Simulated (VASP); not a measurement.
# Ta (Fm-3m) in VASP: notebook, part 3 of 3

VASP 6.6.1. The steps go on from the part before.

## (6) Single point, BLYP

This run uses another cell than the first one, of 19.39 Å³/atom, 0.962 times its volume.

File INCAR:

```
AGGAC = 1.0 ; AGGAX = 1.0
ALDAC = 0.0 ; ALDAX = 1.0
ALGO = Normal ; EDIFF = 1E-6
ENCUT = 520 ; GGA = B5
ISIF = 2 ; ISMEAR = -1
LASPH = True ; LCHARG = False
LREAL = False ; LWAVE = False
NBANDS = 12 ; NELM = 60
PREC = Accurate ; SIGMA = 0.1
```

File KPOINTS:

```
k-points
0
Gamma
  21 21 21
```

File POSCAR:

```
Ta
1.0
    0.0000000000      2.1324560260      2.1324560260
    2.1324560260      0.0000000000      2.1324560260
    2.1324560260      2.1324560260      0.0000000000
Ta
1
Direct
    0.0000000000      0.0000000000      0.0000000000
```

Potentials or basis: VASP PAW PBE potentials, release 64 (Ta_pv).

The run is started by

```sh
$ cat potpaw_PBE.64/Ta_pv/POTCAR > POTCAR
$ mpirun -np 1 vasp_std > vasp.out
```

OUTCAR:

```text
EDIFF = 1E-6
   ENCUT = 520
   GGA = B5
   ISIF = 2
   ISMEAR = -1
   LASPH = True
   LREAL = False
   NELM = 60
   PREC = Accurate

 ion  position               nearest neighbor table
   1  0.000  0.000  0.000-

  LATTYP: Found a face centered cubic cell.
 ALAT       =     4.2649120520

  Lattice vectors:

 A1 = (   0.0000000000,   2.1324560260,   2.1324560260)
 A2 = (   2.1324560260,   0.0000000000,   2.1324560260)
 A3 = (   2.1324560260,   2.1324560260,   0.0000000000)

Analysis of symmetry for initial positions (statically):
=====================================================================
 Subroutine PRICEL returns:
 Original cell was already a primitive cell.

 Routine SETGRP: Setting up the symmetry group for a
 face centered cubic supercell.

 Subroutine GETGRP returns: Found 48 space group operations
 (whereof 48 operations were pure point group operations)
 out of a pool of 48 trial point group operations.

The static configuration has the point symmetry O_h .

Analysis of symmetry for dynamics (positions and initial velocities):
=====================================================================
 Subroutine PRICEL returns:
 Original cell was already a primitive cell.

 Routine SETGRP: Setting up the symmetry group for a
 face centered cubic supercell.

 Subroutine GETGRP returns: Found 48 space group operations
 (whereof 48 operations were pure point group operations)
 out of a pool of 48 trial point group operations.

The dynamic configuration has the point symmetry O_h .

 Subroutine INISYM returns: Found 48 space group operations
 (whereof 48 operations are pure point group operations),
 and found     1 'primitive' translations

----------------------------------------------------------------------------------------

                                     Primitive cell

  volume of cell :      19.3941

  direct lattice vectors                    reciprocal lattice vectors
     0.000000000  2.132456026  2.132456026    -0.234471424  0.234471424  0.234471424
     2.132456026  0.000000000  2.132456026     0.234471424 -0.234471424  0.234471424
     2.132456026  2.132456026  0.000000000     0.234471424  0.234471424 -0.234471424

  length of vectors
     3.015748233  3.015748233  3.015748233     0.406116418  0.406116418  0.406116418

  position of ions in fractional coordinates (direct lattice)
     0.000000000  0.000000000  0.000000000

  ion indices of the primitive-cell ions
   primitive index   ion index
                 1           1

----------------------------------------------------------------------------------------

 KPOINTS: k-points

Automatic generation of k-mesh.
 Grid dimensions read from file:
 generate k-points for:   21   21   21

 Generating k-lattice:

  Cartesian coordinates                     Fractional coordinates (reciprocal lattice)
    -0.011165306  0.011165306  0.011165306     0.047619048  0.000000000  0.000000000
     0.011165306 -0.011165306  0.011165306     0.000000000  0.047619048  0.000000000
     0.011165306  0.011165306 -0.011165306     0.000000000  0.000000000  0.047619048

  Length of vectors
     0.019338877  0.019338877  0.019338877

  Shift w.r.t. Gamma in fractional coordinates (k-lattice)
     0.000000000  0.000000000  0.000000000

 Subroutine IBZKPT returns following result:
 ===========================================

 Found    286 irreducible k-points:

 Following reciprocal coordinates:
            Coordinates               Weight
  0.000000  0.000000  0.000000      1.000000
  0.047619  0.000000  0.000000      8.000000
  0.095238  0.000000  0.000000      8.000000
  0.142857  0.000000  0.000000      8.000000
  0.190476  0.000000  0.000000      8.000000
  0.238095  0.000000  0.000000      8.000000
[... 16 lines left out ...]
 -0.428571  0.047619  0.000000     24.000000
 -0.380952  0.047619  0.000000     24.000000
 [... further k-points ...]
   k-points           NKPTS =    286   k-points in BZ     NKDIM =    286   number of bands    NBANDS=     12
   number of dos      NEDOS =    301   number of ions     NIONS =      1
   total plane-waves  NPLWV =  13824
   dimension x,y,z NGX =    24 NGY =   24 NGZ =   24
   dimension x,y,z NGXF=    48 NGYF=   48 NGZF=   48
   ions per type =               1
   NGX,Y,Z   is equivalent  to a cutoff of  13.23, 13.23, 13.23 a.u.
   NGXF,Y,Z  is equivalent  to a cutoff of  26.46, 26.46, 26.46 a.u.
 SYSTEM =  unknown system
   PREC   = accura    normal or accurate (medium, high low for compatibility)
   ISTART =      0    job   : 0-new  1-cont  2-samecut
   ICHARG =      2    charge: 1-file 2-atom 10-const
   ISPIN  =      1    spin polarized calculation?
   LNONCOLLINEAR =      F non collinear calculations
   LSORBIT =      F    spin-orbit coupling
   LASPH  =      T    aspherical Exc in radial PAW
   ENCUT  =  520.0 eV  38.22 Ry    6.18 a.u.   5.61  5.61  5.61*2*pi/ulx,y,z
   NELM   =     60;   NELMIN=  2; NELMDL= -5     # of ELM steps
   EDIFF  = 0.1E-05   stopping-criterion for ELM
   LREAL  =      F    real-space projection
   EDIFFG = 0.1E-04   stopping-criterion for IOM
   NSW    =      0    number of steps for IOM
   IBRION =     -1    ionic relax: 0-MD 1-quasi-New 2-CG
   NFREE  =      0    steps in history (QN), initial steepest desc. (CG)
   ISIF   =      2    stress and relaxation
   ISYM   =      2    0-nonsym 1-usesym 2-fastsym
   POTIM  = 0.5000    time-step for ionic-motion
   TEBEG  =    0.0;   TEEND  =   0.0 temperature during run
   PSTRESS=    0.0 pullay stress
   NELECT =      11.0000    total number of electrons
   NUPDOWN=      -1.0000    fix difference up-down
   EMIN   =  10.00;   EMAX   =-10.00  energy-range for DOS
   EFERMI =   0.00;   METHOD = LEGACY
   ISMEAR =    -1;   SIGMA  =   0.10  broadening in eV -4-tet -1-fermi 0-gaus
   EFERMI_NEDOS =   21; number of points for ismear=-14 and -15
   IALGO  =     38    algorithm
   IMIX   =      4    mixing-type and parameters
     AMIX     =   0.40;   BMIX     =  1.00
     AMIX_MAG =   1.60;   BMIX_MAG =  1.00
  volume/ion in A,a.u.               =      19.39       130.88
  Fermi-wavevector in a.u.,A,eV,Ry     =   1.355134  2.560832 24.985586  1.836389
  Thomas-Fermi vector in A             =   2.482247
   LORBIT       =      0    0 simple, 1 ext, 2 COOP (PROOUT), +10 PAW based schemes
   GGA     = B5    functional components
   LHFCALC =     F    Hartree Fock is set to
   AEXX    =    0.0000 exact exchange contribution
   IVDW    =     0    specifies the selected vdW correction
   LEPSILON=     F    determine dielectric tensor
   LRPA    =     F    only Hartree local field effects (RPA)
 non-spin polarized calculation
  energy-cutoff  :      520.00
  volume of cell :       19.39
 maximum number of plane-waves:       534
   NGX = 11   NGY = 11   NGZ = 11

 number of electron      10.9999999 magnetization

 Free energy of the ion-electron system (eV)
  ---------------------------------------------------
  ext. energy  EPLUGINS =         0.00000000
  ---------------------------------------------------
  free energy    TOTEN  =       -10.08589077 eV

  energy without entropy =      -10.04300355  energy(sigma->0) =      -10.06444716

 E-fermi :   5.8242     XC(G=0): -11.6356

 val. band max:        5.8234348945   @ k =   0.3810   0.1905   0.0952
 cond. band min:       5.8246163664   @ k =   0.4762   0.1429   0.0476
 fundamental gap:      0.0011814718
 Fermi energy:         5.8242350203

 k-point     1 :       0.0000    0.0000    0.0000
  band No.  band energies     occupation
      1     -27.7926      2.00000
      2     -27.7926      2.00000
      3     -27.7926      2.00000
      4      -2.0200      2.00000
      5       6.1773      0.05693
      6       6.1773      0.05693
      7       6.1773      0.05693
      8       9.0083      0.00000
      9       9.0083      0.00000
     10      18.2897      0.00000
     11      19.2448      0.00000
     12      23.0752      0.00000

 k-point     2 :       0.0476    0.0000    0.0000
  band No.  band energies     occupation
      1     -27.8147      2.00000
      2     -27.7954      2.00000
      3     -27.7954      2.00000
      4      -1.9314      2.00000
      5       6.1029      0.11610
      6       6.2197      0.03763
      7       6.2197      0.03763
      8       8.9684      0.00000
      9       8.9684      0.00000
     10      18.4741      0.00000
     11      19.2445      0.00000
     12      22.5849      0.00000
[... 316 lines left out ...]
 k-point    24 :      -0.3810    0.0476    0.0000
  band No.  band energies     occupation
      1     -28.6267      2.00000
      2     -27.9274      2.00000
      3     -27.9014      2.00000
      4       1.2980      2.00000
      5       5.8023      1.10928
      6       6.0873      0.13433
      7       6.1738      0.05889
      8      10.3518      0.00000
      9      11.0026      0.00000
     10      16.2126      0.00000
     11      18.9683      0.00000
     12      19.2777      0.00000

 [... further k-points ...]
[... 5 lines left out ...]
  --------------------------------------------------------------------------------------
  -------------------------------------------------------------------------------------
  Total        0.1145267      0.1145267      0.1145267     -0.0000000     -0.0000000      0.0000000
  in kB        9.4612162      9.4612162      9.4612162     -0.0000000     -0.0000000      0.0000000
  external PRESSURE =       9.4612162 kB  Pullay stress =       0.0000000 kB

 VOLUME and BASIS-vectors are now :
 -----------------------------------------------------------------------------
  energy-cutoff  :      520.00
  volume of cell :       19.39
      direct lattice vectors                 reciprocal lattice vectors
     0.000000000  2.132456026  2.132456026    -0.234471424  0.234471424  0.234471424
     2.132456026  0.000000000  2.132456026     0.234471424 -0.234471424  0.234471424
     2.132456026  2.132456026  0.000000000     0.234471424  0.234471424 -0.234471424

 POSITION                                       TOTAL-FORCE (eV/Angst)
 -----------------------------------------------------------------------------------
      0.00000      0.00000      0.00000        -0.000000      0.000000     -0.000000
 -----------------------------------------------------------------------------------
    total drift:                               -0.000000      0.000000     -0.000000

  FREE ENERGIE OF THE ION-ELECTRON SYSTEM (eV)
  ---------------------------------------------------
  free  energy   TOTEN  =       -10.0858907655 eV

  energy  without entropy=      -10.0430035476  energy(sigma->0) =      -10.06444716
```

OSZICAR:

```text
N       E                     dE             d eps       ncg     rms          rms(c)
DAV:   1     0.617863527720E+02    0.61786E+02   -0.60803E+03  6872   0.861E+02
DAV:   2    -0.948731262138E+01   -0.71274E+02   -0.69495E+02  7664   0.240E+02
DAV:   3    -0.105523303975E+02   -0.10650E+01   -0.10522E+01  8344   0.277E+01
DAV:   4    -0.105558364689E+02   -0.35061E-02   -0.35050E-02  7608   0.172E+00
DAV:   5    -0.105558487727E+02   -0.12304E-04   -0.12303E-04  8320   0.997E-02    0.115E+01
DAV:   6    -0.101874185373E+02    0.36843E+00   -0.31818E-01  8176   0.601E+00    0.537E+00
DAV:   7    -0.100865230536E+02    0.10090E+00   -0.32476E-01  7956   0.528E+00    0.365E-01
DAV:   8    -0.100860460983E+02    0.47696E-03   -0.10088E-02  7452   0.897E-01    0.213E-01
DAV:   9    -0.100858989590E+02    0.14714E-03   -0.40143E-04  7988   0.208E-01    0.241E-02
DAV:  10    -0.100858907432E+02    0.82159E-05   -0.25441E-05  7620   0.514E-02    0.285E-03
DAV:  11    -0.100858907655E+02   -0.22318E-07   -0.31356E-07  4916   0.592E-03
   1 F= -.10085891E+02 E0= -.10064447E+02  d E =-.428872E-01
```

stdout:

```text
POSCAR found type information on POSCAR Ta
 POSCAR found :  1 types and       1 ions
 scaLAPACK will be used
 -----------------------------------------------------------------------------
|                                                                             |
|                                                                             |
|     You enforced a specific xc type in the INCAR file but a different       |
|     I HOPE YOU KNOW WHAT YOU ARE DOING!                                     |
|                                                                             |
 -----------------------------------------------------------------------------

 LDA part: xc-table for (Slater(with rela. corr.)+VWN5), standard interpolation
 POSCAR, INCAR and KPOINTS ok, starting setup
 FFT: planning ... GRIDC
 FFT: planning ... GRID_SOFT
 FFT: planning ... GRID
 WAVECAR not read
 entering main loop
```

Wall time 25 s (1 thread of Intel Xeon Platinum 8488C (Sapphire Rapids), shared host); peak memory 0.18 GiB.

What came out:

| Item | Value |
| --- | --- |
| Free energy | -10.0859 eV |
| Pressure | 0.9 GPa |

Caveat: the PAW data sets were made with another functional, which shifts forces and pressure a little; spin-orbit coupling is left out, which moves the levels of the heavy elements.

## (7) Overview

| task | cell | k mesh | cutoff (eV) | gap on the mesh (eV) | pressure (GPa) |
| --- | --- | --- | --- | --- | --- |
| single point | a = 3.055 Å, angles 60.0°, 1 atom | 14 × 14 × 14 | 520 | none | -5.6 |
| single point | a = 3.094 Å, angles 60.0°, 1 atom | 14 × 14 × 14 | 520 | none | -11.0 |
| single point | a = 3.132 Å, angles 60.0°, 1 atom | 14 × 14 × 14 | 520 | none | -15.4 |
| relaxation of cell and atoms | relaxed from a = 2.945 Å, angles 60.0°, 1 atom | 13 × 13 × 13 | 600 | none | -0.1 |
| single point | a = 3.016 Å, angles 60.0°, 1 atom | 21 × 21 × 21 | 520 | none | 0.9 |

Alike in all rows: level BLYP; potentials or basis VASP PAW PBE potentials, release 64 (Ta_pv); no spin polarisation; smearing fermi-dirac 0.1 eV.

Caveats: the PAW data sets were made with another functional, which shifts forces and pressure a little; spin-orbit coupling is left out, which moves the levels of the heavy elements.

Absolute energies hang on the potentials; compare differences alone.
